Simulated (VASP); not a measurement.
Wanted: the native input for a VASP 6.6.1 run.

- Task: single point
- Functional: PBE
- Potentials or basis: VASP PAW PBE potentials, release 64 (Mn_pv, S)
- Cutoff: 520 eV
- k mesh: 5 × 5 × 5
- Occupations: gaussian, width 0.1 eV
- Spin: collinear spin, ferromagnetic start
- Starting moments: [4.0, 0.0] μB
- Dipole correction: no
- Further INCAR settings: ALGO = Normal; EDIFF = 1e-06; NBANDS = 20

The structure of MnS lies in POSCAR:

```
MnS
1.0
    0.0000000000      2.5330671317      2.5330671317
    2.5330671317      0.0000000000      2.5330671317
    2.5330671317      2.5330671317      0.0000000000
Mn S
1 1
Direct
    0.0000000000      0.0000000000      0.0000000000
    0.5000000000      0.5000000000      0.5000000000
```

These files were run (other wordings do the same):

INCAR

```
SYSTEM = MnS
PREC = Accurate ; ENCUT = 520
EDIFF = 1E-6 ; ISMEAR = 0
SIGMA = 0.1 ; LREAL = .FALSE.
LASPH = .TRUE. ; NELM = 150
ALGO = Normal ; ISIF = 2
LWAVE = .FALSE. ; LCHARG = .TRUE.
ISPIN = 2 ; MAGMOM = 4 0
LORBIT = 11 ; LMAXMIX = 4
GGA = PE ; LELF = .TRUE.
LVHAR = .TRUE. ; NBANDS = 20
```

KPOINTS

```
Automatic mesh
0
G
  5 5 5
  0 0 0
```

Potentials or basis: VASP PAW PBE potentials, release 64 (Mn_pv, S).

Command:

```sh
$ cat potpaw_PBE.64/Mn_pv/POTCAR potpaw_PBE.64/S/POTCAR > POTCAR
$ mpirun -np 1 vasp_std > vasp.out
```

Results of the run:

```
Pressure                                              : -1.1 GPa
Net moment                                            : 4.25 μB per cell
Site moments                                          : Mn +3.94; S +0.05 μB
Valence electrons inside the program's atomic spheres : Mn 11.40; S 3.73
```

Caveat: the k points lie up to 0.43 Å⁻¹ apart; a cell with one magnetic atom can't hold antiferromagnetic order, which such compounds often take.

Run time: 35 s on 1 thread of AMD EPYC 7R43 64-Core Processor (Zen 3) (shared host), peak memory 0.13 GiB.
